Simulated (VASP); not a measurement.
The system is Cl.

```
Cl
1.0
     3.07265   -2.19770    0.00000
     3.07265    2.19770    0.00000
     0.00000    0.00000    8.15370
Cl
4
Direct
  0.87630 0.12370 0.10250
  0.62370 0.37630 0.60250
  0.12370 0.87630 0.89750
  0.37630 0.62370 0.39750
```

```yaml
Program: VASP 6.6.1
Task: relaxation of cell and atoms
Functional: BLYP
Potentials_or_basis: VASP PAW PBE potentials, release 64 (Cl)
Cutoff: 600 eV
k_mesh: 5 × 5 × 2
Occupations: fermi-dirac, width 0.05 eV
Spin: no spin polarisation
```

At the start: pressure 3.3 GPa; volume 27.53 Å³/atom.

Where does the relaxation end?

Over 21 steps the energy falls by 62.6 meV/atom and the volume is 42.53 Å³/atom (+54.5 %); space group Cmce (No. 64, to 0.1 Å) before and after.

The path:
```csv
step,energy change (eV),largest force (eV/Å),pressure (GPa),volume (Å³)
1,0.0000,0.7457,3.34,110.12
2,0.0001,1.0425,-1.17,119.52
3,-0.0703,0.2798,0.82,114.54
4,-0.1093,0.2391,0.63,118.20
5,-0.1852,0.1099,0.29,129.56
6,-0.2290,0.2178,0.31,153.89
7,-0.1771,0.8066,-1.26,164.68
8,-0.2323,0.0267,-0.06,155.92
9,-0.2323,0.0220,-0.04,155.82
10,-0.2338,0.0208,-0.04,156.45
11,-0.2378,0.0193,-0.05,158.34
12,-0.2438,0.0317,-0.06,161.98
13,-0.2474,0.1002,-0.10,168.74
14,-0.2478,0.0734,-0.08,166.60
15,-0.2424,0.2924,0.46,166.53
16,-0.2483,0.0134,0.03,166.59
17,-0.2487,0.0128,0.03,166.94
18,-0.2498,0.0164,0.03,167.97
19,-0.2505,0.0317,0.03,169.97
20,-0.2460,0.2346,-0.36,171.33
21,-0.2506,0.0029,-0.01,170.11
```

Final structure:
```cif
data_structure
_symmetry_space_group_name_H-M 'P 1'
_symmetry_Int_Tables_number 1
_cell_length_a 4.9111
_cell_length_b 4.9111
_cell_length_c 8.5711
_cell_angle_alpha 90.000
_cell_angle_beta 90.000
_cell_angle_gamma 55.373
_cell_volume 170.11
loop_
_atom_site_label
_atom_site_type_symbol
_atom_site_fract_x
_atom_site_fract_y
_atom_site_fract_z
_atom_site_occupancy
Cl1 Cl 0.89290 0.10710 0.10465 1
Cl2 Cl 0.60710 0.39290 0.60465 1
Cl3 Cl 0.10710 0.89290 0.89535 1
Cl4 Cl 0.39290 0.60710 0.39535 1
```

Caveat: the volume moved by over 15 % at a fixed basis, so the end points are rough; this functional lacks dispersion, which holds the molecules together, so the pressure and a relaxed volume are unreliable; the PAW data sets were made with another functional, which shifts forces and pressure a little.
